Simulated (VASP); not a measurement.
# C (P6/mmm) in VASP: a series of runs

C is run at these levels: PBE; tasks: single point, relaxation of cell and atoms.

Program: VASP 6.6.1. These are calculated values, not measurements. Logs are shortened: lines on timing, memory, paths and dates and some standing lists are left out, and cuts for length are marked.

**1. The cell of the first run**

Symmetry: P6/mmm, No. 191, hexagonal system. The conventional cell has a = 2.724 Å, b = 2.724 Å, c = 4.120 Å, α = 90.00°, β = 90.00°, γ = 120.00°. Within 1.8 Å of C (site symmetry mmm) lie 4 C at 1.36 Å. C (site symmetry 6/mmm) has 30 C at 2.47 to 3.13 Å within 3.3 Å.

The cell was generated, and may not be a known phase.

**2. Single point, PBE**

INCAR reads:

```
SYSTEM = C
  PREC = Accurate
  ENCUT = 520
  EDIFF = 1E-7
  ISMEAR = 0
  SIGMA = 0.1
  LREAL = .False.
  LASPH = .True.
  NELM = 100
  ALGO = Normal
  ISIF = 2
  LWAVE = .False.
  LCHARG = .False.
  GGA = PE
  NBANDS = 16
```

KPOINTS reads:

```
regular mesh
0
Gamma
  9 9 4
  0 0 0
```

POSCAR reads:

```
C
1.0
    2.7238438000      0.0000000000      0.0000000000
   -1.3619219000      2.3589179200      0.0000000000
    0.0000000000      0.0000000000      4.1201044000
C
4
Direct
    0.5000000000      0.0000000000      0.5000000000
    0.0000000000      0.5000000000      0.5000000000
    0.5000000000      0.5000000000      0.5000000000
    0.0000000000      0.0000000000      0.0000000000
```

Potentials or basis: VASP PAW PBE potentials, release 64 (C).

The run is started by

```bash
> cat potpaw_PBE.64/C/POTCAR > POTCAR
> mpirun -np 1 vasp_std > vasp.out
```

OUTCAR:

```text
SYSTEM = C
   PREC = Accurate
   ENCUT = 520
   EDIFF = 1E-7
   ISMEAR = 0
   LREAL = .False.
   LASPH = .True.
   NELM = 100
   ISIF = 2
   GGA = PE

 ion  position               nearest neighbor table
   1  0.500  0.000  0.500-   2 1.36   3 1.36   3 1.36   2 1.36
   2  0.000  0.500  0.500-   1 1.36   1 1.36   3 1.36   3 1.36
   3  0.500  0.500  0.500-   1 1.36   1 1.36   2 1.36   2 1.36
   4  0.000  0.000  0.000-

  LATTYP: Found a hexagonal cell.
 ALAT       =     2.7238438000
 C/A-ratio  =     1.5126067067

  Lattice vectors:

 A1 = (   2.7238438000,   0.0000000000,   0.0000000000)
 A2 = (  -1.3619219000,   2.3589179200,   0.0000000000)
 A3 = (   0.0000000000,   0.0000000000,   4.1201044000)

Analysis of symmetry for initial positions (statically):
=====================================================================
 Subroutine PRICEL returns:
 Original cell was already a primitive cell.

 Routine SETGRP: Setting up the symmetry group for a
 hexagonal supercell.

 Subroutine GETGRP returns: Found 24 space group operations
 (whereof 24 operations were pure point group operations)
 out of a pool of 24 trial point group operations.

The static configuration has the point symmetry D_6h.

Analysis of symmetry for dynamics (positions and initial velocities):
=====================================================================
 Subroutine PRICEL returns:
 Original cell was already a primitive cell.

 Routine SETGRP: Setting up the symmetry group for a
 hexagonal supercell.

 Subroutine GETGRP returns: Found 24 space group operations
 (whereof 24 operations were pure point group operations)
 out of a pool of 24 trial point group operations.

The dynamic configuration has the point symmetry D_6h.

 Subroutine INISYM returns: Found 24 space group operations
 (whereof 24 operations are pure point group operations),
 and found     1 'primitive' translations

----------------------------------------------------------------------------------------

                                     Primitive cell

  volume of cell :      26.4730

  direct lattice vectors                    reciprocal lattice vectors
     2.723843800  0.000000000  0.000000000     0.367128247  0.211961593  0.000000000
[... 89 lines left out ...]
   NELM   =    100;   NELMIN=  2; NELMDL= -5     # of ELM steps
   EDIFF  = 0.1E-06   stopping-criterion for ELM
   LREAL  =      F    real-space projection
   EDIFFG = 0.1E-05   stopping-criterion for IOM
   NSW    =      0    number of steps for IOM
   IBRION =     -1    ionic relax: 0-MD 1-quasi-New 2-CG
   NFREE  =      0    steps in history (QN), initial steepest desc. (CG)
   ISIF   =      2    stress and relaxation
   ISYM   =      2    0-nonsym 1-usesym 2-fastsym
   POTIM  = 0.5000    time-step for ionic-motion
   TEBEG  =    0.0;   TEEND  =   0.0 temperature during run
   PSTRESS=    0.0 pullay stress
   NELECT =      16.0000    total number of electrons
   NUPDOWN=      -1.0000    fix difference up-down
   EMIN   =  10.00;   EMAX   =-10.00  energy-range for DOS
   EFERMI =   0.00;   METHOD = LEGACY
   ISMEAR =     0;   SIGMA  =   0.10  broadening in eV -4-tet -1-fermi 0-gaus
   EFERMI_NEDOS =   21; number of points for ismear=-14 and -15
   IALGO  =     38    algorithm
   IMIX   =      4    mixing-type and parameters
     AMIX     =   0.40;   BMIX     =  1.00
     AMIX_MAG =   1.60;   BMIX_MAG =  1.00
  volume/ion in A,a.u.               =       6.62        44.66
  Fermi-wavevector in a.u.,A,eV,Ry     =   1.384141  2.615648 26.066681  1.915847
  Thomas-Fermi vector in A             =   2.508673
   LORBIT       =      0    0 simple, 1 ext, 2 COOP (PROOUT), +10 PAW based schemes
   GGA     = PE    functional components
   LHFCALC =     F    Hartree Fock is set to
   AEXX    =    0.0000 exact exchange contribution
   IVDW    =     0    specifies the selected vdW correction
   LEPSILON=     F    determine dielectric tensor
   LRPA    =     F    only Hartree local field effects (RPA)
 non-spin polarized calculation
 Gauss-broadening in eV      SIGMA  =   0.10
  energy-cutoff  :      520.00
  volume of cell :       26.47
 maximum number of plane-waves:       731
   NGX = 11   NGY = 11   NGZ = 15

 number of electron      15.9999996 magnetization

 Free energy of the ion-electron system (eV)
  ---------------------------------------------------
  ext. energy  EPLUGINS =         0.00000000
  ---------------------------------------------------
  free energy    TOTEN  =       -20.28295126 eV

  energy without entropy =      -20.27150685  energy(sigma->0) =      -20.27722906

 E-fermi :   8.7665     XC(G=0): -12.4285

 val. band max:        8.7625440664   @ k =   0.3333  -0.0000   0.2500
 cond. band min:       8.7704777502   @ k =   0.3333  -0.0000   0.5000
 fundamental gap:      0.0079336838
 Fermi energy:         8.7664838432

 k-point     1 :       0.0000    0.0000    0.0000
  band No.  band energies     occupation
      1     -17.1660      2.00000
      2      -9.1266      2.00000
      3      -4.3637      2.00000
      4      -2.1394      2.00000
      5      -0.1063      2.00000
      6      -0.1063      2.00000
[... 433 lines left out ...]
      3      -7.7433      2.00000
      4       0.9330      2.00000
      5       2.0338      2.00000
      6       2.0338      2.00000
[... 8 lines left out ...]
     15      22.9169      0.00000
     16      24.1566      0.00000

 [... further k-points ...]

------------------------ aborting loop because EDIFF is reached ----------------------------------------

  FORCE on cell =-STRESS in cart. coord.  units (eV):
  Direction    XX          YY          ZZ          XY          YZ          ZX
  --------------------------------------------------------------------------------------
  -------------------------------------------------------------------------------------
  Total       17.6841304     17.6841303      6.0098313      0.0000000      0.0000000      0.0000000
  in kB     1070.2643038   1070.2642977    363.7220386      0.0000000      0.0000000      0.0000000
  external PRESSURE =     834.7502133 kB  Pullay stress =       0.0000000 kB

 VOLUME and BASIS-vectors are now :
 -----------------------------------------------------------------------------
  energy-cutoff  :      520.00
  volume of cell :       26.47
      direct lattice vectors                 reciprocal lattice vectors
     2.723843800  0.000000000  0.000000000     0.367128247  0.211961593  0.000000000
    -1.361921900  2.358917920  0.000000000     0.000000000  0.423923186  0.000000000
     0.000000000  0.000000000  4.120104400     0.000000000  0.000000000  0.242712296

 POSITION                                       TOTAL-FORCE (eV/Angst)
 -----------------------------------------------------------------------------------
      1.36192      0.00000      2.06005        -0.000000      0.000000      0.000000
     -0.68096      1.17946      2.06005         0.000000      0.000000      0.000000
      0.68096      1.17946      2.06005         0.000000      0.000000      0.000000
      0.00000      0.00000      0.00000         0.000000      0.000000      0.000000
 -----------------------------------------------------------------------------------
    total drift:                                0.000000      0.000000      0.000000

  FREE ENERGIE OF THE ION-ELECTRON SYSTEM (eV)
  ---------------------------------------------------
  free  energy   TOTEN  =       -20.2829512612 eV

  energy  without entropy=      -20.2715068493  energy(sigma->0) =      -20.27722906
```

It took 27 s on 1 thread of Intel Xeon 8259CL, shared host; peak memory 0.13 GiB.

What came out:

| Quantity | Value |
| --- | --- |
| Free energy | -20.2830 eV |
| Pressure | 83.5 GPa |
| Band gap on the k mesh | zero (bands 8 and 9 overlap by 4.53 eV) |

Stress tensor (GPa, compression positive):
```
107.03   0.00   0.00
  0.00 107.03   0.00
  0.00   0.00  36.37
```

Caveat: the k points lie up to 0.38 Å⁻¹ apart, too coarse for converged energies and pressures of a metal.

**3. Single point, PBE**

This run uses another cell than the first one, of 11.32 Å³/atom.

INCAR reads:

```
PREC = Accurate
ENCUT = 520
EDIFF = 1E-6
ISMEAR = 0
SIGMA = 0.1
LREAL = False
LASPH = True
NELM = 80
ALGO = Normal
ISIF = 2
LWAVE = False
LCHARG = True
GGA = PE
LELF = True
LVHAR = True
NBANDS = 16
```

KPOINTS reads:

```
Automatic mesh
0
Gamma
  9 9 4
```

POSCAR reads:

```
C
1.0
    2.9392295135      0.0000000000      0.0000000000
   -1.4696147567      2.5454474262      0.0000000000
    0.0000000000      0.0000000000      6.0501639667
C
4
Direct
    0.5000000000      0.0000000000      0.5000000000
    0.0000000000      0.5000000000      0.5000000000
    0.5000000000      0.5000000000      0.5000000000
    0.0000000000      0.0000000000      0.0000000000
```

Potentials or basis: VASP PAW PBE potentials, release 64 (C).

The run is started by

```bash
> cat potpaw_PBE.64/C/POTCAR > POTCAR
> mpirun -np 1 vasp_std > vasp.out
```

OUTCAR:

```text
PREC = Accurate
   ENCUT = 520
   EDIFF = 1E-6
   ISMEAR = 0
   LREAL = False
   LASPH = True
   NELM = 80
   ISIF = 2
   GGA = PE

 ion  position               nearest neighbor table
   1  0.500  0.000  0.500-   3 1.47   3 1.47   2 1.47   2 1.47
   2  0.000  0.500  0.500-   1 1.47   1 1.47   3 1.47   3 1.47
   3  0.500  0.500  0.500-   1 1.47   1 1.47   2 1.47   2 1.47
   4  0.000  0.000  0.000-

  LATTYP: Found a hexagonal cell.
 ALAT       =     2.9392295135
[... 653 lines left out ...]

  FORCE on cell =-STRESS in cart. coord.  units (eV):
  Direction    XX          YY          ZZ          XY          YZ          ZX
  --------------------------------------------------------------------------------------
  -------------------------------------------------------------------------------------
  Total        0.0036989      0.0036989      0.0671212      0.0000000      0.0000000     -0.0000000
  in kB        0.1309239      0.1309239      2.3757765      0.0000000      0.0000000     -0.0000000
  external PRESSURE =       0.8792081 kB  Pullay stress =       0.0000000 kB

 VOLUME and BASIS-vectors are now :
 -----------------------------------------------------------------------------
  energy-cutoff  :      520.00
  volume of cell :       45.27
      direct lattice vectors                 reciprocal lattice vectors
     2.939229513  0.000000000  0.000000000     0.340225217  0.196429121  0.000000000
    -1.469614757  2.545447426  0.000000000     0.000000000  0.392858242  0.000000000
     0.000000000  0.000000000  6.050163967     0.000000000  0.000000000  0.165284777

 POSITION                                       TOTAL-FORCE (eV/Angst)
 -----------------------------------------------------------------------------------
      1.46961      0.00000      3.02508        -0.000000      0.000000      0.000000
     -0.73481      1.27272      3.02508         0.000000      0.000000      0.000000
      0.73481      1.27272      3.02508         0.000000      0.000000      0.000000
      0.00000      0.00000      0.00000         0.000000      0.000000      0.000000
 -----------------------------------------------------------------------------------
    total drift:                                0.000000      0.000000     -0.000000

  FREE ENERGIE OF THE ION-ELECTRON SYSTEM (eV)
  ---------------------------------------------------
  free  energy   TOTEN  =       -22.2691813417 eV

  energy  without entropy=      -22.2569749118  energy(sigma->0) =      -22.26307813
```

Wall time 48 s (1 thread of Intel Xeon 8259CL, shared host); peak memory 0.17 GiB.

What came out:

```yaml
Free_energy: -22.2692 eV
Pressure: 0.1 GPa
Band_gap_on_the_k_mesh: zero (bands 8 and 9 overlap by 1.52 eV)
```

Stress tensor (GPa, compression positive):
```
0.01 0.00 0.00
0.00 0.01 0.00
0.00 0.00 0.24
```

Levels at points of the mesh, in eV from the Fermi level:
```
           k point  band 4  band 5  band 6  band 7  band 8  band 9  band 10  band 11  band 12  band 13
(0.00, 0.00, 0.00)   -9.80   -7.27   -7.27   -0.70   -0.36   -0.36     2.75     2.75     4.83     4.83
(0.00, 0.00, 0.50)   -8.96   -7.27   -7.27   -1.45   -0.36   -0.36     2.75     2.75     4.82     4.82
```

Caveat: this functional lacks dispersion, which binds layers or chains, so the pressure and a relaxed spacing across them are unreliable.

(Part 1 of 2 ends here.)

The gap in the log of VASP goes by the Fermi energy; the results here count the filled bands.